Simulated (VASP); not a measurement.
# Si2B3 (P-6m2) in VASP: a series of runs

The runs below take Si2B3 through single point, relaxation of cell and atoms, with PBE.

Program: VASP 6.6.1. These are calculated values, not measurements. Logs are shortened: lines on timing, memory, paths and dates and some standing lists are left out, and cuts for length are marked.

### 1 The cell of the first run

Symmetry: P-6m2, No. 187, hexagonal system. The conventional cell has a = 3.360 Å, b = 3.360 Å, c = 5.890 Å, α = 90.00°, β = 90.00°, γ = 120.00°. Within 2.8 Å of Si (site symmetry -6m2) lie 6 B at 2.12 Å. Si (site symmetry -6m2) has 3 B at 1.94 Å within 2.6 Å. B (site symmetry 3m) has 1 B at 1.71 Å and 3 Si at 2.12 Å within 2.3 Å. Within 2.6 Å of B (site symmetry -6m2) lie 3 Si at 1.94 Å.

### 2 Single point, PBE

The input, INCAR:

```
ALGO = Normal
EDIFF = 1E-6
ENCUT = 500
GGA = PE
GGA_COMPAT = False
ISIF = 2
ISMEAR = 0
LASPH = True
LCHARG = False
LREAL = False
LWAVE = False
NBANDS = 16
NELM = 120
PREC = Accurate
SIGMA = 0.2
```

The input, KPOINTS:

```
k-points
0
Gamma
  5 5 4
```

The input, POSCAR:

```
Si2B3
1.0
    3.3602359629      0.0000000027      0.0000000000
   -1.6801179838      2.9100497053      0.0000000000
    0.0000000000      0.0000000000      5.8903565544
Si B
2 3
Direct
    0.6666666667      0.3333333333      0.5000000000
    0.3333333333      0.6666666667      0.0000000000
    0.0000000000      0.0000000000      0.6449899026
    0.0000000000      0.0000000000      0.3550100974
    0.6666666667      0.3333333333      0.0000000000
```

Potentials or basis: VASP PAW PBE potentials, release 64 (Si, B).

Launch:

```console
cat potpaw_PBE.64/Si/POTCAR potpaw_PBE.64/B/POTCAR > POTCAR
mpirun -np 1 vasp_std > vasp.out
```

OUTCAR:

```text
EDIFF = 1E-6
   ENCUT = 500
   GGA = PE
   ISIF = 2
   ISMEAR = 0
   LASPH = True
   LREAL = False
   NELM = 120
   PREC = Accurate

 ion  position               nearest neighbor table
   1  0.667  0.333  0.500-   3 2.12   4 2.12   3 2.12   4 2.12   3 2.12   4 2.12
   2  0.333  0.667  0.000-   5 1.94   5 1.94   5 1.94
   3  0.000  0.000  0.645-   4 1.71   1 2.12   1 2.12   1 2.12
   4  0.000  0.000  0.355-   3 1.71   1 2.12   1 2.12   1 2.12
   5  0.667  0.333  0.000-   2 1.94   2 1.94   2 1.94

  LATTYP: Found a hexagonal cell.
 ALAT       =     3.3602359629
 C/A-ratio  =     1.7529592027

  Lattice vectors:

 A1 = (   3.3602359629,   0.0000000027,   0.0000000000)
 A2 = (  -1.6801179838,   2.9100497053,   0.0000000000)
 A3 = (   0.0000000000,   0.0000000000,   5.8903565544)

Analysis of symmetry for initial positions (statically):
=====================================================================
 Subroutine PRICEL returns:
 Original cell was already a primitive cell.

 Routine SETGRP: Setting up the symmetry group for a
 hexagonal supercell.

 Subroutine GETGRP returns: Found 12 space group operations
 (whereof 12 operations were pure point group operations)
 out of a pool of 24 trial point group operations.

The static configuration has the point symmetry D_3h.

Analysis of symmetry for dynamics (positions and initial velocities):
=====================================================================
 Subroutine PRICEL returns:
 Original cell was already a primitive cell.

 Routine SETGRP: Setting up the symmetry group for a
 hexagonal supercell.

 Subroutine GETGRP returns: Found 12 space group operations
 (whereof 12 operations were pure point group operations)
 out of a pool of 24 trial point group operations.

The dynamic configuration has the point symmetry D_3h.

 Subroutine INISYM returns: Found 12 space group operations
 (whereof 12 operations are pure point group operations),
 and found     1 'primitive' translations

----------------------------------------------------------------------------------------

                                     Primitive cell

  volume of cell :      57.5986

  direct lattice vectors                    reciprocal lattice vectors
     3.360235963  0.000000003  0.000000000     0.297598148  0.171818371  0.000000000
    -1.680117984  2.910049705  0.000000000    -0.000000000  0.343636742  0.000000000
     0.000000000  0.000000000  5.890356554     0.000000000  0.000000000  0.169769010

  length of vectors
     3.360235963  3.360235963  5.890356554     0.343636742  0.343636742  0.169769010

  position of ions in fractional coordinates (direct lattice)
     0.666666667  0.333333333  0.500000000
     0.333333333  0.666666667  0.000000000
     0.000000000  0.000000000  0.644989903
     0.000000000  0.000000000  0.355010097
     0.666666667  0.333333333  0.000000000

  ion indices of the primitive-cell ions
   primitive index   ion index
                 1           1
                 2           2
                 3           3
                 4           4
                 5           5

----------------------------------------------------------------------------------------

 KPOINTS: k-points

Automatic generation of k-mesh.
 Grid dimensions read from file:
 generate k-points for:    5    5    4

 Generating k-lattice:

  Cartesian coordinates                     Fractional coordinates (reciprocal lattice)
     0.059519630  0.034363674  0.000000000     0.200000000  0.000000000  0.000000000
    -0.000000000  0.068727348  0.000000000     0.000000000  0.200000000  0.000000000
     0.000000000  0.000000000  0.042442252     0.000000000  0.000000000  0.250000000

  Length of vectors
     0.068727348  0.068727348  0.042442252

  Shift w.r.t. Gamma in fractional coordinates (k-lattice)
     0.000000000  0.000000000  0.000000000

 Subroutine IBZKPT returns following result:
 ===========================================

 Found     15 irreducible k-points:

 Following reciprocal coordinates:
            Coordinates               Weight
  0.000000  0.000000  0.000000      1.000000
  0.200000 -0.000000  0.000000      6.000000
  0.400000 -0.000000  0.000000      6.000000
  0.200000  0.200000  0.000000      6.000000
  0.400000  0.200000  0.000000      6.000000
  0.000000  0.000000  0.250000      2.000000
  0.200000 -0.000000  0.250000     12.000000
  0.400000 -0.000000  0.250000     12.000000
  0.200000  0.200000  0.250000     12.000000
  0.400000  0.200000  0.250000     12.000000
  0.000000  0.000000  0.500000      1.000000
  0.200000 -0.000000  0.500000      6.000000
  0.400000 -0.000000  0.500000      6.000000
  0.200000  0.200000  0.500000      6.000000
  0.400000  0.200000  0.500000      6.000000
   k-points           NKPTS =     15   k-points in BZ     NKDIM =     15   number of bands    NBANDS=     16
   number of dos      NEDOS =    301   number of ions     NIONS =      5
   total plane-waves  NPLWV =  37632
   dimension x,y,z NGX =    28 NGY =   28 NGZ =   48
   dimension x,y,z NGXF=    56 NGYF=   56 NGZF=   96
   ions per type =               2   3
   NGX,Y,Z   is equivalent  to a cutoff of  13.85, 13.85, 13.55 a.u.
   NGXF,Y,Z  is equivalent  to a cutoff of  27.71, 27.71, 27.09 a.u.
 SYSTEM =  unknown system
   PREC   = accura    normal or accurate (medium, high low for compatibility)
   ISTART =      0    job   : 0-new  1-cont  2-samecut
   ICHARG =      2    charge: 1-file 2-atom 10-const
   ISPIN  =      1    spin polarized calculation?
   LNONCOLLINEAR =      F non collinear calculations
   LSORBIT =      F    spin-orbit coupling
   LASPH  =      T    aspherical Exc in radial PAW
   ENCUT  =  500.0 eV  36.75 Ry    6.06 a.u.   6.13  6.13 10.74*2*pi/ulx,y,z
   NELM   =    120;   NELMIN=  2; NELMDL= -5     # of ELM steps
   EDIFF  = 0.1E-05   stopping-criterion for ELM
   LREAL  =      F    real-space projection
   EDIFFG = 0.1E-04   stopping-criterion for IOM
   NSW    =      0    number of steps for IOM
   IBRION =     -1    ionic relax: 0-MD 1-quasi-New 2-CG
   NFREE  =      0    steps in history (QN), initial steepest desc. (CG)
   ISIF   =      2    stress and relaxation
   ISYM   =      2    0-nonsym 1-usesym 2-fastsym
   POTIM  = 0.5000    time-step for ionic-motion
   TEBEG  =    0.0;   TEEND  =   0.0 temperature during run
[... 9 lines left out ...]
     AMIX     =   0.40;   BMIX     =  1.00
     AMIX_MAG =   1.60;   BMIX_MAG =  1.00
  volume/ion in A,a.u.               =      11.52        77.74
  Fermi-wavevector in a.u.,A,eV,Ry     =   1.089985  2.059773 16.164639  1.188067
  Thomas-Fermi vector in A             =   2.226200
   LORBIT       =      0    0 simple, 1 ext, 2 COOP (PROOUT), +10 PAW based schemes
   GGA     = PE    functional components
   LHFCALC =     F    Hartree Fock is set to
   AEXX    =    0.0000 exact exchange contribution
   IVDW    =     0    specifies the selected vdW correction
   LEPSILON=     F    determine dielectric tensor
   LRPA    =     F    only Hartree local field effects (RPA)
 non-spin polarized calculation
 Gauss-broadening in eV      SIGMA  =   0.20
  energy-cutoff  :      500.00
  volume of cell :       57.60
 maximum number of plane-waves:      1474
 NGX is ok and might be reduce to    28

 number of electron      17.0000000 magnetization

 Free energy of the ion-electron system (eV)
  ---------------------------------------------------
  ext. energy  EPLUGINS =         0.00000000
  ---------------------------------------------------
  free energy    TOTEN  =       -26.35384386 eV

  energy without entropy =      -26.31953010  energy(sigma->0) =      -26.33668698

 E-fermi :   7.0710     XC(G=0): -10.8095

 val. band max:        7.0107295827   @ k =   0.4000   0.2000   0.2500
 cond. band min:       7.0778644971   @ k =   0.2000   0.2000   0.0000
 fundamental gap:      0.0671349145
 Fermi energy:         7.0710116880

 k-point     1 :       0.0000    0.0000    0.0000
  band No.  band energies     occupation
      1      -7.3755      2.00000
      2      -4.3005      2.00000
      3      -1.2938      2.00000
      4       4.7677      2.00000
      5       4.7677      2.00000
      6       6.4634      1.99998
[... 8 lines left out ...]
     15      12.7386      0.00000
     16      12.7902      0.00000

 k-point     2 :       0.2000   -0.0000    0.0000
  band No.  band energies     occupation
      1      -6.7857      2.00000
      2      -3.7328      2.00000
      3      -0.6861      2.00000
      4       1.9654      2.00000
      5       3.8448      2.00000
      6       4.2924      2.00000
[... 8 lines left out ...]
     15      12.6458      0.00000
     16      12.8042      0.00000

 k-point     3 :       0.4000   -0.0000    0.0000
  band No.  band energies     occupation
      1      -5.1349      2.00000
      2      -2.5156      2.00000
      3      -1.0856      2.00000
      4       0.9976      2.00000
      5       1.0913      2.00000
      6       2.9101      2.00000
[... 8 lines left out ...]
     15      14.2702      0.00000
     16      15.7643      0.00000

 k-point     4 :       0.2000    0.2000    0.0000
  band No.  band energies     occupation
      1      -5.6483      2.00000
      2      -2.6928      2.00000
      3      -0.0425      2.00000
      4       0.5127      2.00000
      5       1.3687      2.00000
      6       3.1832      2.00000
[... 8 lines left out ...]
     15      13.5133      0.00000
     16      15.1555      0.00000

 k-point     5 :       0.4000    0.2000    0.0000
  band No.  band energies     occupation
      1      -4.0844      2.00000
      2      -2.5993      2.00000
      3      -0.6823      2.00000
      4       0.0949      2.00000
      5       1.2957      2.00000
      6       2.4867      2.00000
[... 8 lines left out ...]
     15      14.9227      0.00000
     16      15.6156      0.00000

 k-point     6 :       0.0000    0.0000    0.2500
  band No.  band energies     occupation
      1      -7.2523      2.00000
      2      -4.8386      2.00000
      3      -0.2472      2.00000
      4       4.4442      2.00000
      5       4.8093      2.00000
      6       4.8093      2.00000
[... 8 lines left out ...]
     15      12.3375      0.00000
     16      13.1684      0.00000
[... 96 lines left out ...]
 k-point    12 :       0.2000   -0.0000    0.5000
  band No.  band energies     occupation
      1      -6.5170      2.00000
      2      -4.6811      2.00000
      3       1.5730      2.00000
      4       2.4854      2.00000
      5       3.1053      2.00000
      6       3.9235      2.00000
[... 8 lines left out ...]
     15      12.8793      0.00000
     16      13.9625      0.00000

 k-point    13 :       0.4000   -0.0000    0.5000
  band No.  band energies     occupation
      1      -4.9376      2.00000
      2      -2.8911      2.00000
      3      -1.4024      2.00000
      4       0.1482      2.00000
      5       3.2119      2.00000
      6       4.0152      2.00000
[... 8 lines left out ...]
     15      15.9443      0.00000
     16      16.1762      0.00000

 k-point    14 :       0.2000    0.2000    0.5000
  band No.  band energies     occupation
      1      -5.4154      2.00000
      2      -3.4746      2.00000
      3      -0.1605      2.00000
      4       1.9342      2.00000
      5       2.0508      2.00000
      6       2.6493      2.00000
[... 8 lines left out ...]
     15      12.3952      0.00000
     16      13.1586      0.00000

 k-point    15 :       0.4000    0.2000    0.5000
  band No.  band energies     occupation
      1      -3.9986      2.00000
      2      -2.0119      2.00000
      3      -1.4568      2.00000
      4      -0.7243      2.00000
      5       1.0698      2.00000
      6       1.9388      2.00000
[... 8 lines left out ...]
     15      15.8751      0.00000
     16      16.0667      0.00000

------------------------ aborting loop because EDIFF is reached ----------------------------------------

  FORCE on cell =-STRESS in cart. coord.  units (eV):
  Direction    XX          YY          ZZ          XY          YZ          ZX
  --------------------------------------------------------------------------------------
  -------------------------------------------------------------------------------------
  Total        0.0175278      0.0175278      0.0819989     -0.0000000      0.0000000      0.0000000
  in kB        0.4875574      0.4875574      2.2809040     -0.0000000      0.0000000      0.0000000
  external PRESSURE =       1.0853396 kB  Pullay stress =       0.0000000 kB

 VOLUME and BASIS-vectors are now :
 -----------------------------------------------------------------------------
  energy-cutoff  :      500.00
  volume of cell :       57.60
      direct lattice vectors                 reciprocal lattice vectors
     3.360235963  0.000000003  0.000000000     0.297598148  0.171818371  0.000000000
    -1.680117984  2.910049705  0.000000000    -0.000000000  0.343636742  0.000000000
     0.000000000  0.000000000  5.890356554     0.000000000  0.000000000  0.169769010

 POSITION                                       TOTAL-FORCE (eV/Angst)
 -----------------------------------------------------------------------------------
      1.68012      0.97002      2.94518        -0.000000      0.000000      0.000000
     -0.00000      1.94003      0.00000        -0.000000      0.000000      0.000000
      0.00000      0.00000      3.79922        -0.000000      0.000000     -0.025858
      0.00000      0.00000      2.09114        -0.000000      0.000000      0.025858
      1.68012      0.97002      0.00000         0.000000     -0.000000      0.000000
 -----------------------------------------------------------------------------------
    total drift:                                0.000000     -0.000000      0.000000

  FREE ENERGIE OF THE ION-ELECTRON SYSTEM (eV)
  ---------------------------------------------------
  free  energy   TOTEN  =       -26.3538438638 eV

  energy  without entropy=      -26.3195300975  energy(sigma->0) =      -26.33668698
```

Wall time 16 s (1 thread of AMD EPYC 7R13 (Zen 3), shared host); peak memory 0.15 GiB.

Results:

| Item | Value |
| --- | --- |
| Free energy | -26.3538 eV |
| Pressure | 0.1 GPa |
| Largest force | 0.026 eV/Å |

Forces on the atoms (eV/Å):
```
Si   0.000  0.000  0.000
Si   0.000  0.000  0.000
B    0.000  0.000 -0.026
B    0.000  0.000  0.026
B    0.000  0.000  0.000
```

Stress tensor (GPa, compression positive):
```
0.05 0.00 0.00
0.00 0.05 0.00
0.00 0.00 0.23
```

Caveat: the k points lie up to 0.43 Å⁻¹ apart.

### 3 Relaxation of cell and atoms, PBE

This run uses another cell than the first one: it holds 10 atoms, not 5.

The input, INCAR:

```
SYSTEM = Si2B3
ALGO = Normal ; EDIFF = 1E-7
EDIFFG = -0.08 ; ENCUT = 500
GGA = PE ; GGA_COMPAT = .False.
IBRION = 2 ; ISIF = 3
ISMEAR = 0 ; LASPH = .True.
LCHARG = .False. ; LREAL = .False.
LWAVE = .False. ; NELM = 120
NELMIN = 4 ; NSW = 36
PREC = Accurate ; SIGMA = 0.2
```

The input, KPOINTS:

```
k-points
0
Gamma
  3 3 4
  0 0 0
```

The input, POSCAR:

```
Si2B3
1.0
    5.6674244300      0.0000000000      0.0000000000
   -2.8337122200      4.9081335300      0.0000000000
    0.0000000000      0.0000000000      3.6918614400
Si B
4 6
Direct
    0.4540715300      0.5459284700      0.0000000000
    0.4540715300      0.9081430600      0.0000000000
    0.0918569400      0.5459284700      0.0000000000
    0.3333333300      0.6666666700      0.5000000000
    0.2054626900      0.7945373100      0.3296150500
    0.2054626900      0.4109253900      0.3296150500
    0.5890746100      0.7945373100      0.3296150500
    0.2054626900      0.7945373100      0.6703849500
    0.2054626900      0.4109253900      0.6703849500
    0.5890746100      0.7945373100      0.6703849500
```

Potentials or basis: VASP PAW PBE potentials, release 64 (Si, B).

Launch:

```console
cat potpaw_PBE.64/Si/POTCAR potpaw_PBE.64/B/POTCAR > POTCAR
mpirun -np 1 vasp_std > vasp.out
```

Run time: 4.7 min. Hardware: 1 thread of Intel Xeon 6975P-C (Granite Rapids), shared host; peak memory 0.22 GiB.

Results (log left out):

| Item | Value |
| --- | --- |
| Free energy | -55.0193 eV |
| Relaxed volume | 11.77 Å³/atom |
| Relaxed cell | a = 6.439 Å, b = 6.439 Å, c = 3.277 Å, α = 90.00°, β = 90.00°, γ = 120.00° |
| Space group after relaxing (to 0.05 Å) | P-6m2 (No. 187) |
| Energy gained by relaxing | 5759.4 meV/atom |
| Ionic steps | 30 |
| Pressure after relaxing | -0.4 GPa |
| Largest force after relaxing | 0.022 eV/Å |
| Band gap on the k mesh | zero (band 17 reaches 7.71 eV, above the bottom of band 18 at 5.60 eV) |

Forces in eV/Å, atoms in the order of the input:
```
Si   0.011 -0.006  0.000
Si   0.000  0.013  0.000
Si  -0.011 -0.006  0.000
Si   0.000  0.000  0.000
B    0.017 -0.010 -0.010
B    0.000  0.020 -0.010
B   -0.017 -0.010 -0.010
B    0.017 -0.010  0.010
B    0.000  0.020  0.010
B   -0.017 -0.010  0.010
```

Stress tensor (GPa, compression positive):
```
-0.07  0.00  0.00
 0.00 -0.07  0.00
 0.00  0.00 -1.02
```

Step by step:
```
step  energy change (eV)  largest force (eV/Å)  pressure (GPa)  volume (Å³)
   1              0.0000               31.4237          220.69       102.69
   2            -32.2313                1.8669           -7.28       488.43
   3            -32.4663                2.5472           -8.08       464.95
   4            -32.5755                2.9393           -8.76       445.72
   5            -40.0473                1.5328          -18.91       233.90
   6            -49.6176                0.6772          -20.41       159.43
   7            -52.5493                2.7646           -3.98       128.99
   8            -52.5476                2.9022           -2.83       128.04
   9            -55.1800                1.9953           -5.10       125.08
  10            -55.7186                4.6182            1.09       121.04
  11            -56.0672                1.9986           -3.17       123.05
  12            -56.1100                2.5320           -2.38       122.58
  13            -57.1705                1.2228            0.47       117.69
  14            -57.0582                2.1995            3.00       116.40
  15            -57.1797                1.1909            0.83       117.47
  16            -57.1805                1.1593            1.06       117.34
  17            -57.3381                0.6003            1.45       116.89
  18            -57.3529                0.6520            1.19       116.99
  19            -57.4817                1.2542           -2.28       118.06
  20            -57.5174                0.8159           -1.47       117.73
  21            -57.5272                0.7093           -1.71       116.58
  22            -57.5671                0.1902           -1.73       117.14
  23            -57.5820                0.1225            0.86       115.35
  24            -57.5825                0.1263            0.47       115.61
  25            -57.5853                0.1391            0.53       115.83
  26            -57.5854                0.1727            0.54       115.87
  27            -57.5872                0.1547            0.43       116.08
  28            -57.5913                0.1014            0.10       116.69
  29            -57.5936                0.0163           -0.51       117.94
  30            -57.5938                0.0218           -0.39       117.68
```

Final structure:
```xyz
10
Lattice="6.4390 0.0000 0.0000 -3.2195 5.5763 0.0000 0.0000 0.0000 3.2775" Properties=species:S:1:pos:R:3 pbc="T T T"
Si    1.8998    2.6207    0.0000
Si    3.2195    0.3350    0.0000
Si    4.5392    2.6207    0.0000
Si    0.0000    3.7176    1.6387
B    -1.7056    4.7023    0.8288
B     0.0000    1.7481    0.8288
B     1.7056    4.7023    0.8288
B    -1.7056    4.7023    2.4487
B     0.0000    1.7481    2.4487
B     1.7056    4.7023    2.4487
```

Levels at points of the mesh, in eV from the Fermi level:
| k point | band 14 | band 15 | band 16 | band 17 | band 18 | band 19 | band 20 | band 21 |
| --- | --- | --- | --- | --- | --- | --- | --- | --- |
| (0.00, 0.00, 0.00) | -2.08 | 0.64 | 0.64 | 1.06 | 1.06 | 1.31 | 1.31 | 1.34 |
| (0.00, 0.00, 0.50) | -2.32 | -1.63 | 0.68 | 0.68 | 0.72 | 0.72 | 0.87 | 2.65 |

Caveat: the k points lie up to 0.48 Å⁻¹ apart in the final cell; the relaxation stopped at a loose force limit of 0.08 eV/Å, so its end isn't a converged minimum.
